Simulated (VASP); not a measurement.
Input of a VASP 6.6.1 run:

File INCAR:

```
SYSTEM = GaN
ALGO = Normal
EDIFF = 1E-6
ENCUT = 520
GGA = PE
ISIF = 2
ISMEAR = -1
LASPH = .True.
LCHARG = .False.
LREAL = .False.
LWAVE = .False.
NBANDS = 16
NELM = 80
PREC = Accurate
SIGMA = 0.1
```

The input KPOINTS:

```
k-points
0
Gamma
  16 16 16
  0 0 0
```

The input POSCAR:

```
GaN
1.0
    2.3774002843      0.0000000000      0.0000000000
    0.0000000000      2.3774002843      0.0000000000
    0.0000000000      0.0000000000      2.3774002843
Ga N
1 1
Direct
    0.0000000000      0.0000000000      0.0000000000
    0.5000000000      0.5000000000      0.5000000000
```

Potentials or basis: VASP PAW PBE potentials, release 64 (Ga_d, N).

Launch:

```sh
$ cat potpaw_PBE.64/Ga_d/POTCAR potpaw_PBE.64/N/POTCAR > POTCAR
$ mpirun -np 1 vasp_std > vasp.out
```

Task: Predict the pressure.

Result: 172.6 GPa.

Task: Estimate the band gap on the k mesh.

Result: Zero (band 9 reaches 14.61 eV, above the bottom of band 10 at 12.96 eV).
